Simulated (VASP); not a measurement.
Write the native input for VASP 6.6.1 that does the following.

- Task: single point
- Functional: PBEsol
- Potentials or basis: VASP PAW PBE potentials, release 64 (Zr_sv, Ag)
- Cutoff: 520 eV
- k mesh: 5 × 5 × 5
- Occupations: methfessel-paxton, width 0.15 eV
- Spin: no spin polarisation
- Dipole correction: no
- Further INCAR settings: ALGO = Normal; EDIFF = 1e-06; NBANDS = 32

The structure of Zr3Ag lies in POSCAR:

```
Zr3Ag
1.0
    4.4164950000      0.0000000000      0.0000000000
    0.0000000000      4.4164950000      0.0000000000
    0.0000000000      0.0000000000      4.4164950000
Zr Ag
3 1
Direct
    0.5000000000      0.5000000000      0.0000000000
    0.0000000000      0.5000000000      0.5000000000
    0.5000000000      0.0000000000      0.5000000000
    0.0000000000      0.0000000000      0.0000000000
```

One way to write it, as run:

INCAR

```
SYSTEM = Zr3Ag
PREC = Accurate
ENCUT = 520
EDIFF = 1E-6
ISMEAR = 1
SIGMA = 0.15
LREAL = .FALSE.
LASPH = .TRUE.
NELM = 60
ALGO = Normal
ISIF = 2
LWAVE = .FALSE.
LCHARG = .FALSE.
GGA = PS
NBANDS = 32
```

KPOINTS

```
regular mesh
0
G
  5 5 5
  0 0 0
```

Potentials or basis: VASP PAW PBE potentials, release 64 (Zr_sv, Ag).

The run is started by

```console
$ cat potpaw_PBE.64/Zr_sv/POTCAR potpaw_PBE.64/Ag/POTCAR > POTCAR
$ mpirun -np 1 vasp_std > vasp.out
```

It gave:

| Quantity | Value |
| --- | --- |
| Pressure | -5.1 GPa |

Caveat: the PAW data sets were made with another functional, which shifts forces and pressure a little.

Wall time 34 s on 1 thread of Intel(R) Xeon(R) Platinum 8375C CPU @ 2.90GHz (Ice Lake) (shared host), peak memory 0.21 GiB.
